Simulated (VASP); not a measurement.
# S (Fd-3m) in VASP: notebook

The runs below take S through single point, with PBE.

All numbers are computed with VASP 6.6.1; they aren't measurements. Logs are shortened: lines on timing, memory, paths and dates and some standing lists are left out, and cuts for length are marked.

## (1) The cell of the first run

Symmetry: Fd-3m, No. 227, cubic system. Conventional cell: a = 4.166 Å, b = 4.166 Å, c = 4.166 Å, α = 90.00°, β = 90.00°, γ = 90.00°. Within 2.4 Å of S (site symmetry -43m) lie 4 S at 1.80 Å.

## (2) Single point, PBE

INCAR reads:

```
PREC = Accurate
ENCUT = 520
EDIFF = 1E-6
ISMEAR = -1
SIGMA = 0.08
LREAL = F
LASPH = T
NELM = 80
ALGO = Normal
ISIF = 2
LWAVE = F
LCHARG = F
GGA = PE
NBANDS = 13
```

KPOINTS reads:

```
regular mesh
0
Gamma
  15 15 15
```

POSCAR reads:

```
S
1.0
    0.0000000000      2.0830225654      2.0830225654
    2.0830225654      0.0000000000      2.0830225654
    2.0830225654      2.0830225654      0.0000000000
S
2
Direct
   -0.1250000000     -0.1250000000     -0.1250000000
    0.1250000000      0.1250000000      0.1250000000
```

Potentials or basis: VASP PAW PBE potentials, release 64 (S).

The run is started by

```sh
cat potpaw_PBE.64/S/POTCAR > POTCAR
mpirun -np 1 vasp_std > vasp.out
```

OUTCAR:

```text
PREC = Accurate
   ENCUT = 520
   EDIFF = 1E-6
   ISMEAR = -1
   LREAL = F
   LASPH = T
   NELM = 80
   ISIF = 2
   GGA = PE

 ion  position               nearest neighbor table
   1  0.875  0.875  0.875-   2 1.80   2 1.80   2 1.80   2 1.80
   2  0.125  0.125  0.125-   1 1.80   1 1.80   1 1.80   1 1.80

  LATTYP: Found a face centered cubic cell.
 ALAT       =     4.1660451308

  Lattice vectors:

 A1 = (   0.0000000000,   2.0830225654,   2.0830225654)
 A2 = (   2.0830225654,   0.0000000000,   2.0830225654)
 A3 = (   2.0830225654,   2.0830225654,   0.0000000000)

Analysis of symmetry for initial positions (statically):
=====================================================================
 Subroutine PRICEL returns:
 Original cell was already a primitive cell.

 Routine SETGRP: Setting up the symmetry group for a
 face centered cubic supercell.

 Subroutine GETGRP returns: Found 48 space group operations
 (whereof 12 operations were pure point group operations)
 out of a pool of 48 trial point group operations.

The static configuration has the point symmetry D_3d.
 The point group associated with its full space group is O_h .

Analysis of symmetry for dynamics (positions and initial velocities):
=====================================================================
 Subroutine PRICEL returns:
 Original cell was already a primitive cell.

 Routine SETGRP: Setting up the symmetry group for a
 face centered cubic supercell.

 Subroutine GETGRP returns: Found 48 space group operations
 (whereof 12 operations were pure point group operations)
 out of a pool of 48 trial point group operations.

The dynamic configuration has the point symmetry D_3d.
 The point group associated with its full space group is O_h .

 Subroutine INISYM returns: Found 48 space group operations
 (whereof 12 operations are pure point group operations),
 and found     1 'primitive' translations

----------------------------------------------------------------------------------------

                                     Primitive cell

  volume of cell :      18.0764

  direct lattice vectors                    reciprocal lattice vectors
     0.000000000  2.083022565  2.083022565    -0.240035806  0.240035806  0.240035806
     2.083022565  0.000000000  2.083022565     0.240035806 -0.240035806  0.240035806
     2.083022565  2.083022565  0.000000000     0.240035806  0.240035806 -0.240035806

  length of vectors
     2.945838763  2.945838763  2.945838763     0.415754211  0.415754211  0.415754211

  position of ions in fractional coordinates (direct lattice)
     0.875000000  0.875000000  0.875000000
     0.125000000  0.125000000  0.125000000

  ion indices of the primitive-cell ions
   primitive index   ion index
                 1           1
                 2           2

----------------------------------------------------------------------------------------

 KPOINTS: regular mesh

Automatic generation of k-mesh.
 Grid dimensions read from file:
 generate k-points for:   15   15   15

 Generating k-lattice:

  Cartesian coordinates                     Fractional coordinates (reciprocal lattice)
    -0.016002387  0.016002387  0.016002387     0.066666667  0.000000000  0.000000000
     0.016002387 -0.016002387  0.016002387     0.000000000  0.066666667  0.000000000
     0.016002387  0.016002387 -0.016002387     0.000000000  0.000000000  0.066666667

  Length of vectors
     0.027716947  0.027716947  0.027716947

  Shift w.r.t. Gamma in fractional coordinates (k-lattice)
     0.000000000  0.000000000  0.000000000

 Subroutine IBZKPT returns following result:
 ===========================================

 Found    120 irreducible k-points:

 Following reciprocal coordinates:
            Coordinates               Weight
  0.000000  0.000000  0.000000      1.000000
  0.066667  0.000000  0.000000      8.000000
  0.133333  0.000000  0.000000      8.000000
  0.200000  0.000000  0.000000      8.000000
  0.266667  0.000000  0.000000      8.000000
  0.333333  0.000000  0.000000      8.000000
[... 16 lines left out ...]
  0.133333  0.133333  0.000000      6.000000
  0.200000  0.133333  0.000000     24.000000
 [... further k-points ...]
   k-points           NKPTS =    120   k-points in BZ     NKDIM =    120   number of bands    NBANDS=     13
   number of dos      NEDOS =    301   number of ions     NIONS =      2
   total plane-waves  NPLWV =  13824
   dimension x,y,z NGX =    24 NGY =   24 NGZ =   24
   dimension x,y,z NGXF=    48 NGYF=   48 NGZF=   48
   ions per type =               2
   NGX,Y,Z   is equivalent  to a cutoff of  13.54, 13.54, 13.54 a.u.
   NGXF,Y,Z  is equivalent  to a cutoff of  27.09, 27.09, 27.09 a.u.
 SYSTEM =  unknown system
   PREC   = accura    normal or accurate (medium, high low for compatibility)
   ISTART =      0    job   : 0-new  1-cont  2-samecut
   ICHARG =      2    charge: 1-file 2-atom 10-const
   ISPIN  =      1    spin polarized calculation?
   LNONCOLLINEAR =      F non collinear calculations
   LSORBIT =      F    spin-orbit coupling
   LASPH  =      T    aspherical Exc in radial PAW
   ENCUT  =  520.0 eV  38.22 Ry    6.18 a.u.   5.48  5.48  5.48*2*pi/ulx,y,z
   NELM   =     80;   NELMIN=  2; NELMDL= -5     # of ELM steps
   EDIFF  = 0.1E-05   stopping-criterion for ELM
   LREAL  =      F    real-space projection
[... 7 lines left out ...]
   TEBEG  =    0.0;   TEEND  =   0.0 temperature during run
   PSTRESS=    0.0 pullay stress
   NELECT =      12.0000    total number of electrons
   NUPDOWN=      -1.0000    fix difference up-down
   EMIN   =  10.00;   EMAX   =-10.00  energy-range for DOS
   EFERMI =   0.00;   METHOD = LEGACY
   ISMEAR =    -1;   SIGMA  =   0.08  broadening in eV -4-tet -1-fermi 0-gaus
   EFERMI_NEDOS =   21; number of points for ismear=-14 and -15
   IALGO  =     38    algorithm
   IMIX   =      4    mixing-type and parameters
     AMIX     =   0.40;   BMIX     =  1.00
     AMIX_MAG =   1.60;   BMIX_MAG =  1.00
  volume/ion in A,a.u.               =       9.04        60.99
  Fermi-wavevector in a.u.,A,eV,Ry     =   1.428120  2.698755 27.749434  2.039526
  Thomas-Fermi vector in A             =   2.548216
   LORBIT       =      0    0 simple, 1 ext, 2 COOP (PROOUT), +10 PAW based schemes
   GGA     = PE    functional components
[... 5 lines left out ...]
 non-spin polarized calculation
  energy-cutoff  :      520.00
  volume of cell :       18.08
 maximum number of plane-waves:       531
 NGX is ok and might be reduce to    24
   NGX = 11   NGY = 11   NGZ = 11

 number of electron      11.9999998 magnetization

 Free energy of the ion-electron system (eV)
  ---------------------------------------------------
  ext. energy  EPLUGINS =         0.00000000
  ---------------------------------------------------
  free energy    TOTEN  =         2.73480494 eV

  energy without entropy =        2.75195180  energy(sigma->0) =        2.74337837

 E-fermi :  17.7219     XC(G=0): -13.5774

 val. band max:       17.6683434408   @ k =  -0.2667   0.2667   0.0667
 cond. band min:      17.7386178309   @ k =   0.4667   0.1333   0.0000
 fundamental gap:      0.0702743901
 Fermi energy:        17.7218674041

 k-point     1 :       0.0000    0.0000    0.0000
  band No.  band energies     occupation
      1      -8.5008      2.00000
      2       9.9229      2.00000
      3       9.9229      2.00000
      4       9.9229      2.00000
      5      14.9172      2.00000
      6      14.9172      2.00000
      7      14.9172      2.00000
      8      18.8039      0.00000
      9      23.1943      0.00000
     10      23.1943      0.00000
     11      25.8926      0.00000
     12      30.2774      0.00000
     13      30.2774      0.00000

 k-point     2 :       0.0667    0.0000    0.0000
  band No.  band energies     occupation
      1      -8.4050      2.00000
      2       9.1986      2.00000
      3       9.7943      2.00000
      4       9.7943      2.00000
      5      15.1218      2.00000
      6      15.1218      2.00000
      7      15.1242      2.00000
      8      19.2062      0.00000
      9      22.9605      0.00000
     10      22.9605      0.00000
     11      26.2344      0.00000
     12      30.0032      0.00000
     13      30.8154      0.00000

 k-point     3 :       0.1333    0.0000    0.0000
  band No.  band energies     occupation
      1      -8.1195      2.00000
      2       7.5914      2.00000
      3       9.4784      2.00000
      4       9.4784      2.00000
      5      15.2695      2.00000
      6      15.6214      2.00000
      7      15.6214      2.00000
      8      20.3590      0.00000
      9      22.5161      0.00000
     10      22.5161      0.00000
     11      27.0533      0.00000
     12      29.5636      0.00000
     13      32.1961      0.00000
[... 305 lines left out ...]
 k-point    23 :       0.1333    0.1333    0.0000
  band No.  band energies     occupation
      1      -7.9910      2.00000
      2       8.1062      2.00000
      3       8.6804      2.00000
      4       8.6804      2.00000
      5      14.1410      2.00000
      6      16.7881      1.99998
      7      16.7881      1.99998
      8      19.3834      0.00000
      9      22.0643      0.00000
     10      23.7759      0.00000
     11      27.6063      0.00000
     12      31.1009      0.00000
     13      31.1009      0.00000

 k-point    24 :       0.2000    0.1333    0.0000
  band No.  band energies     occupation
      1      -7.6443      2.00000
      2       6.7557      2.00000
      3       8.2405      2.00000
      4       8.4285      2.00000
      5      14.1059      2.00000
      6      17.2857      1.99146
      7      17.5371      1.81926
      8      18.9242      0.00000
      9      22.9375      0.00000
     10      23.9672      0.00000
     11      28.4862      0.00000
     12      30.8719      0.00000
     13      31.9367      0.00000

 [... further k-points ...]

------------------------ aborting loop because EDIFF is reached ----------------------------------------

  FORCE on cell =-STRESS in cart. coord.  units (eV):
  Direction    XX          YY          ZZ          XY          YZ          ZX
  --------------------------------------------------------------------------------------
  -------------------------------------------------------------------------------------
  Total       22.0441699     22.0441699     22.0441699     -0.0000000     -0.0000000      0.0000000
  in kB     1953.8553716   1953.8553716   1953.8553716     -0.0000000     -0.0000000      0.0000000
  external PRESSURE =    1953.8553716 kB  Pullay stress =       0.0000000 kB

 VOLUME and BASIS-vectors are now :
 -----------------------------------------------------------------------------
  energy-cutoff  :      520.00
  volume of cell :       18.08
      direct lattice vectors                 reciprocal lattice vectors
     0.000000000  2.083022565  2.083022565    -0.240035806  0.240035806  0.240035806
     2.083022565  0.000000000  2.083022565     0.240035806 -0.240035806  0.240035806
     2.083022565  2.083022565  0.000000000     0.240035806  0.240035806 -0.240035806

 POSITION                                       TOTAL-FORCE (eV/Angst)
 -----------------------------------------------------------------------------------
      3.64529      3.64529      3.64529        -0.000000     -0.000000     -0.000000
      0.52076      0.52076      0.52076         0.000000      0.000000      0.000000
 -----------------------------------------------------------------------------------
    total drift:                                0.000000      0.000000      0.000000

  FREE ENERGIE OF THE ION-ELECTRON SYSTEM (eV)
  ---------------------------------------------------
  free  energy   TOTEN  =         2.7348049431 eV

  energy  without entropy=        2.7519518001  energy(sigma->0) =        2.74337837
```

Run time: 12 s. Hardware: 1 thread of AMD EPYC 9R45 (Zen 5), shared host; peak memory 0.11 GiB.

What came out:

* Free energy: 2.7348 eV
* Pressure: 195.4 GPa
* Band gap on the k mesh: zero (band 6 reaches 20.14 eV, above the bottom of band 7 at 14.92 eV)

## (3) Single point, PBE

INCAR reads:

```
SYSTEM = S
ALGO = Normal ; EDIFF = 1E-6
ENCUT = 520 ; GGA = PE
ISIF = 2 ; ISMEAR = -1
LASPH = .True. ; LCHARG = .True.
LELF = .True. ; LREAL = .False.
LVHAR = .True. ; LWAVE = .False.
NBANDS = 13 ; NELM = 60
PREC = Accurate ; SIGMA = 0.08
```

KPOINTS reads:

```
k-points
0
Gamma
  15 15 15
  0 0 0
```

POSCAR is that of step 2.

Potentials or basis: VASP PAW PBE potentials, release 64 (S).

The run is started by

```sh
cat potpaw_PBE.64/S/POTCAR > POTCAR
mpirun -np 1 vasp_std > vasp.out
```

It took 13 s on 1 thread of AMD EPYC 9R45 (Zen 5), shared host; peak memory 0.11 GiB.

The run converged. Its results:

- Free energy: 2.7348 eV
- Pressure: 195.4 GPa
- Band gap on the k mesh: zero (band 6 reaches 20.14 eV, above the bottom of band 7 at 14.92 eV)

Levels at points of the mesh, in eV from the Fermi level:
| k point | band 4 | band 5 | band 6 | band 7 | band 8 | band 9 |
| --- | --- | --- | --- | --- | --- | --- |
| (0.00, 0.00, 0.00) | -7.80 | -2.80 | -2.80 | -2.80 | 1.08 | 5.47 |
